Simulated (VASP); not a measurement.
Write the native input for VASP 6.6.1 that does the following.

```yaml
Task: single point
Functional: PBE
Potentials_or_basis: VASP PAW PBE potentials, release 64 (Cd, S)
Cutoff: 520 eV
k_mesh: 6 × 6 × 4
Occupations: gaussian, width 0.01 eV
Spin: no spin polarisation
Dipole_correction: no
Further_INCAR_settings: ALGO = Normal; EDIFF = 1e-06; NBANDS = 26
```

The structure of CdS lies in POSCAR:

```
CdS
1.0
    4.2381035465      0.0000000000      0.0000000000
   -2.1190517732      3.6703053351      0.0000000000
    0.0000000000      0.0000000000      6.8953120587
Cd S
2 2
Direct
    0.3333333333      0.6666666667     -0.0007933861
    0.6666666667      0.3333333333      0.4992066139
    0.3333333333      0.6666666667      0.3757933861
    0.6666666667      0.3333333333      0.8757933861
```

This cell differs from its parent crystal: volume changed by +3%.

One way to write it, as run:

INCAR

```
PREC = Accurate
ENCUT = 520
EDIFF = 1E-6
ISMEAR = 0
SIGMA = 0.01
LREAL = False
LASPH = True
NELM = 60
ALGO = Normal
ISIF = 2
LWAVE = False
LCHARG = False
GGA = PE
NBANDS = 26
```

KPOINTS

```
Automatic mesh
0
Gamma
  6 6 4
```

Potentials or basis: VASP PAW PBE potentials, release 64 (Cd, S).

Launch:

```console
$ cat potpaw_PBE.64/Cd/POTCAR potpaw_PBE.64/S/POTCAR > POTCAR
$ mpirun -np 1 vasp_std > vasp.out
```

It gave:

```json
{"Pressure": "-1.2 GPa", "Band gap on the k mesh": "1.04 eV, direct"}
```

Wall time 41 s on 1 thread of Intel(R) Xeon(R) Platinum 8488C (Sapphire Rapids), on a shared host, peak memory 0.24 GiB.
